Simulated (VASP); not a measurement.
# Si2Ni (Fm-3m) in VASP: settings compared, part 2 of 2

VASP 6.6.1. Earlier steps stand in the parts before.

## Step 3: Single point, r2SCAN, collinear spin, ferromagnetic start

This run uses another cell than the first one, of 13.17 Å³/atom, 1.042 times its volume.

POSCAR reads:

```
Si2Ni
1.0
    0.0000000000      2.7030000000      2.7030000000
    2.7030000000      0.0000000000      2.7030000000
    2.7030000000      2.7030000000      0.0000000000
Ni Si
1 2
Direct
    0.0000000000      0.0000000000      0.0000000000
    0.7500000000      0.7500000000      0.7500000000
    0.2500000000      0.2500000000      0.2500000000
```

INCAR.step1 reads:

```
SYSTEM = Si2Ni
PREC = Accurate
ENCUT = 520
ISMEAR = -1
SIGMA = 0.05
LREAL = .False.
LASPH = .True.
NELM = 150
ISPIN = 2
MAGMOM = 1 0 0
LMAXMIX = 4
NBANDS = 20
GGA = PE
ALGO = Normal
EDIFF = 1E-4
LWAVE = .True.
LCHARG = .False.
```

INCAR.step2 reads:

```
SYSTEM = Si2Ni
PREC = Accurate
ENCUT = 520
EDIFF = 1E-6
ISMEAR = -1
SIGMA = 0.05
LREAL = .False.
LASPH = .True.
NELM = 150
ALGO = Normal
ISIF = 2
LWAVE = .False.
LCHARG = .True.
ISPIN = 2
MAGMOM = 1 0 0
LORBIT = 11
LMAXMIX = 4
METAGGA = R2SCAN
LMIXTAU = .True.
LELF = .True.
LVHAR = .True.
NBANDS = 20
ISTART = 1
```

KPOINTS reads:

```
Automatic mesh
0
Gamma
  9 9 9
  0 0 0
```

Potentials or basis: VASP PAW PBE potentials, release 64 (Ni, Si).

On the command line:

```bash
cat potpaw_PBE.64/Ni/POTCAR potpaw_PBE.64/Si/POTCAR > POTCAR
cp INCAR.step1 INCAR
mpirun -np 1 vasp_std > vasp.out
cp INCAR.step2 INCAR
mpirun -np 1 vasp_std > vasp.out
```

It took 2.8 min on 1 thread of Intel Xeon Platinum 8488C (Sapphire Rapids), shared host; peak memory 0.2 GiB.

The run converged. Its results:

```yaml
Free_energy: -30.5300 eV
Pressure: -1.6 GPa
Band_gap_on_the_k_mesh: zero (filled and empty bands overlap)
Net_moment: 0.00 μB per cell
Valence_electrons_inside_the_program's_atomic_spheres: Ni 9.88; Si 1.59
```

Levels at points of the mesh, in eV from the Fermi level:
Spin up:
| k point | band 7 | band 8 | band 9 | band 10 | band 11 | band 12 |
| --- | --- | --- | --- | --- | --- | --- |
| (0.00, 0.00, 0.00) | 0.02 | 1.71 | 1.71 | 1.71 | 2.29 | 2.29 |
Spin down:
```
           k point  band 7  band 8  band 9  band 10  band 11  band 12
(0.00, 0.00, 0.00)    0.02    1.71    1.71     1.71     2.29     2.29
```

Caveat: the PAW data sets were made with another functional, which shifts forces and pressure a little.

## Step 4: Single point, r2SCAN, collinear spin, ferromagnetic start

This run uses another cell than the first one, of 13.69 Å³/atom, 1.083 times its volume.

POSCAR reads:

```
Si2Ni
1.0
    0.0000000000      2.7385698685      2.7385698685
    2.7385698685      0.0000000000      2.7385698685
    2.7385698685      2.7385698685      0.0000000000
Ni Si
1 2
Direct
    0.0000000000      0.0000000000      0.0000000000
    0.7500000000      0.7500000000      0.7500000000
    0.2500000000      0.2500000000      0.2500000000
```

INCAR.step1 reads:

```
ALGO = Normal
EDIFF = 1E-4
ENCUT = 520
GGA = PE
ISMEAR = -1
ISPIN = 2
LASPH = T
LCHARG = F
LMAXMIX = 4
LREAL = F
LWAVE = T
MAGMOM = 1 0 0
NBANDS = 20
NELM = 150
PREC = Accurate
SIGMA = 0.05
```

INCAR.step2 reads:

```
ALGO = Normal
EDIFF = 1E-6
ENCUT = 520
ISIF = 2
ISMEAR = -1
ISPIN = 2
ISTART = 1
LASPH = T
LCHARG = F
LMAXMIX = 4
LMIXTAU = T
LORBIT = 11
LREAL = F
LWAVE = F
MAGMOM = 1 0 0
METAGGA = R2SCAN
NBANDS = 20
NELM = 150
PREC = Accurate
SIGMA = 0.05
```

KPOINTS reads:

```
k-points
0
Gamma
  9 9 9
```

Potentials or basis: VASP PAW PBE potentials, release 64 (Ni, Si).

On the command line:

```bash
cat potpaw_PBE.64/Ni/POTCAR potpaw_PBE.64/Si/POTCAR > POTCAR
cp INCAR.step1 INCAR
mpirun -np 1 vasp_std > vasp.out
cp INCAR.step2 INCAR
mpirun -np 1 vasp_std > vasp.out
```

OUTCAR:

```text
EDIFF = 1E-6
   ENCUT = 520
   ISIF = 2
   ISMEAR = -1
   ISPIN = 2
   ISTART = 1
   LASPH = T
   LORBIT = 11
   LREAL = F
   METAGGA = R2SCAN
   NELM = 150
   PREC = Accurate

 ion  position               nearest neighbor table
   1  0.000  0.000  0.000-   2 2.37   2 2.37   2 2.37   3 2.37   3 2.37   3 2.37   3 2.37   2 2.37

   2  0.750  0.750  0.750-   1 2.37   1 2.37   1 2.37   1 2.37   3 2.74   3 2.74   3 2.74   3 2.74
                             3 2.74   3 2.74
   3  0.250  0.250  0.250-   1 2.37   1 2.37   1 2.37   1 2.37   2 2.74   2 2.74   2 2.74   2 2.74
                             2 2.74   2 2.74

  LATTYP: Found a face centered cubic cell.
 ALAT       =     5.4771397370

  Lattice vectors:

 A1 = (   0.0000000000,   2.7385698685,   2.7385698685)
 A2 = (   2.7385698685,   0.0000000000,   2.7385698685)
 A3 = (   2.7385698685,   2.7385698685,   0.0000000000)

Analysis of symmetry for initial positions (statically):
=====================================================================
[... 1310 lines left out ...]

  FORCE on cell =-STRESS in cart. coord.  units (eV):
  Direction    XX          YY          ZZ          XY          YZ          ZX
  --------------------------------------------------------------------------------------
  -------------------------------------------------------------------------------------
  Total       -1.7533574     -1.7533574     -1.7533574     -0.0000000     -0.0000000     -0.0000000
  in kB      -68.3879462    -68.3879462    -68.3879462     -0.0000000     -0.0000000     -0.0000000
  external PRESSURE =     -68.3879462 kB  Pullay stress =       0.0000000 kB

 VOLUME and BASIS-vectors are now :
 -----------------------------------------------------------------------------
  energy-cutoff  :      520.00
  volume of cell :       41.08
      direct lattice vectors                 reciprocal lattice vectors
     0.000000000  2.738569868  2.738569868    -0.182577047  0.182577047  0.182577047
     2.738569868  0.000000000  2.738569868     0.182577047 -0.182577047  0.182577047
     2.738569868  2.738569868  0.000000000     0.182577047  0.182577047 -0.182577047

 POSITION                                       TOTAL-FORCE (eV/Angst)
 -----------------------------------------------------------------------------------
      0.00000      0.00000      0.00000        -0.000000     -0.000000     -0.000000
      4.10785      4.10785      4.10785        -0.000000     -0.000000     -0.000000
      1.36928      1.36928      1.36928         0.000000      0.000000      0.000000
 -----------------------------------------------------------------------------------
    total drift:                                0.000000     -0.000000     -0.000000

  FREE ENERGIE OF THE ION-ELECTRON SYSTEM (eV)
  ---------------------------------------------------
  free  energy   TOTEN  =       -30.4878456542 eV

  energy  without entropy=      -30.4803272381  energy(sigma->0) =      -30.48408645

 total charge

# of ion       s       p       d       tot
------------------------------------------
    1        0.556   0.784   8.435   9.775
    2        0.737   0.832   0.000   1.569
    3        0.737   0.832   0.000   1.569
--------------------------------------------------
tot          2.030   2.448   8.435  12.913

 magnetization (x)

# of ion       s       p       d       tot
------------------------------------------
    1        0.000   0.000  -0.000  -0.000
    2        0.000   0.000   0.000   0.000
    3        0.000   0.000   0.000   0.000
--------------------------------------------------
tot          0.000   0.000  -0.000   0.000
```

OUTCAR.step1:

```text
EDIFF = 1E-4
   ENCUT = 520
   GGA = PE
   ISMEAR = -1
   ISPIN = 2
[... 1354 lines left out ...]
      0.00000      0.00000      0.00000        -0.000000     -0.000000      0.000000
      4.10785      4.10785      4.10785         0.000000      0.000000      0.000000
      1.36928      1.36928      1.36928        -0.000000     -0.000000     -0.000000
 -----------------------------------------------------------------------------------
    total drift:                                0.000000     -0.000000     -0.000000

  FREE ENERGIE OF THE ION-ELECTRON SYSTEM (eV)
  ---------------------------------------------------
  free  energy   TOTEN  =       -17.3722952211 eV

  energy  without entropy=      -17.3666373257  energy(sigma->0) =      -17.36946627
```

OSZICAR.step1:

```text
N       E                     dE             d eps       ncg     rms          rms(c)
DAV:   1     0.722406068805E+02    0.72241E+02   -0.71599E+03  2824   0.879E+02
DAV:   2    -0.142292882458E+02   -0.86470E+02   -0.76552E+02  2956   0.195E+02
DAV:   3    -0.191509649282E+02   -0.49217E+01   -0.47782E+01  3380   0.486E+01
DAV:   4    -0.192295316303E+02   -0.78567E-01   -0.78405E-01  3268   0.549E+00
DAV:   5    -0.192312176407E+02   -0.16860E-02   -0.16858E-02  3292   0.888E-01    0.168E+01
DAV:   6    -0.245630318722E+02   -0.53318E+01   -0.31551E+01  3176   0.119E+02    0.255E+01
DAV:   7    -0.175435954208E+02    0.70194E+01   -0.96869E+00  3552   0.728E+01    0.375E+00
DAV:   8    -0.174073370294E+02    0.13626E+00   -0.11932E+00  3768   0.164E+01    0.246E+00
DAV:   9    -0.173728823353E+02    0.34455E-01   -0.20096E-01  3560   0.632E+00    0.545E-01
DAV:  10    -0.173722343330E+02    0.64800E-03   -0.61607E-03  4012   0.984E-01    0.312E-01
DAV:  11    -0.173722952211E+02   -0.60888E-04   -0.77655E-04  3228   0.302E-01
   1 F= -.17372295E+02 E0= -.17369466E+02  d E =-.565790E-02  mag=     0.0033
```

Run time: 3.4 min. Hardware: 1 thread of Intel Xeon Platinum 8488C (Sapphire Rapids), shared host; peak memory 0.22 GiB.

Results:

| Quantity | Value |
| --- | --- |
| Free energy | -30.4878 eV |
| Pressure | -6.8 GPa |
| Band gap on the k mesh | zero (filled and empty bands overlap) |
| Net moment | 0.00 μB per cell |
| Valence electrons inside the program's atomic spheres | Ni 9.78; Si 1.57 |

Caveat: the PAW data sets were made with another functional, which shifts forces and pressure a little.

## Step 5: Single point, LDA, collinear spin, ferromagnetic start

This run uses another cell than the first one, of 12.38 Å³/atom, 0.979 times its volume.

INCAR reads:

```
SYSTEM = Si2Ni
ALGO = Normal ; EDIFF = 1E-7
ENCUT = 520 ; ISIF = 2
ISMEAR = -1 ; ISPIN = 2
LASPH = .TRUE. ; LCHARG = .FALSE.
LMAXMIX = 4 ; LORBIT = 11
LREAL = .FALSE. ; LWAVE = .FALSE.
MAGMOM = 1 0 0 ; NBANDS = 20
NELM = 150 ; PREC = Accurate
SIGMA = 0.05
```

KPOINTS reads:

```
k-points
0
G
  9 9 9
  0 0 0
```

POSCAR reads:

```
Si2Ni
1.0
    0.0000000000      2.6478212519      2.6478212519
    2.6478212519      0.0000000000      2.6478212519
    2.6478212519      2.6478212519      0.0000000000
Ni Si
1 2
Direct
    0.0000000000      0.0000000000      0.0000000000
    0.7500000000      0.7500000000      0.7500000000
    0.2500000000      0.2500000000      0.2500000000
```

Potentials or basis: VASP PAW LDA potentials, release 64 (Ni, Si).

On the command line:

```bash
cat potpaw_LDA.64/Ni/POTCAR potpaw_LDA.64/Si/POTCAR > POTCAR
mpirun -np 1 vasp_std > vasp.out
```

It took 48 s on 1 thread of Intel Xeon Platinum 8259CL at 2.50GHz (Skylake/Cascade Lake), shared host; peak memory 0.17 GiB.

Results (log left out):

- Free energy: -19.8767 eV
- Pressure: 6.0 GPa
- Band gap on the k mesh: zero (filled and empty bands overlap)
- Net moment: 0.00 μB per cell
- Valence electrons inside the program's atomic spheres: Ni 10.00; Si 1.64

Levels at points of the mesh, in eV from the Fermi level:
Spin up:
```
           k point  band 6  band 7  band 8  band 9  band 10  band 11  band 12  band 13
(0.00, 0.00, 0.00)   -3.93    0.08    1.75    1.75     1.75     2.14     2.14     2.14
```
Spin down:
| k point | band 7 | band 8 | band 9 | band 10 | band 11 | band 12 |
| --- | --- | --- | --- | --- | --- | --- |
| (0.00, 0.00, 0.00) | 0.08 | 1.75 | 1.75 | 1.75 | 2.14 | 2.14 |

## Step 6: The runs side by side

```csv
level,potentials or basis,cell,gap on the mesh (eV),pressure (GPa),moment (μB)
r2SCAN,"VASP PAW PBE potentials, release 64 (Ni, Si)","a = 3.771 Å, angles 60.0°, 3 atoms",none,4.9,0.00
r2SCAN,"VASP PAW PBE potentials, release 64 (Ni, Si)","a = 3.823 Å, angles 60.0°, 3 atoms",none,-1.6,0.00
r2SCAN,"VASP PAW PBE potentials, release 64 (Ni, Si)","a = 3.873 Å, angles 60.0°, 3 atoms",none,-6.8,0.00
LDA,"VASP PAW LDA potentials, release 64 (Ni, Si)","a = 3.745 Å, angles 60.0°, 3 atoms",none,6.0,0.00
```

Alike in all rows: task single point; spin collinear, ferromagnetic start; k mesh 9 × 9 × 9; cutoff (eV) 520; smearing fermi-dirac 0.05 eV.

Caveats: the PAW data sets were made with another functional, which shifts forces and pressure a little (some runs).

Absolute energies hang on the potentials; compare differences alone.
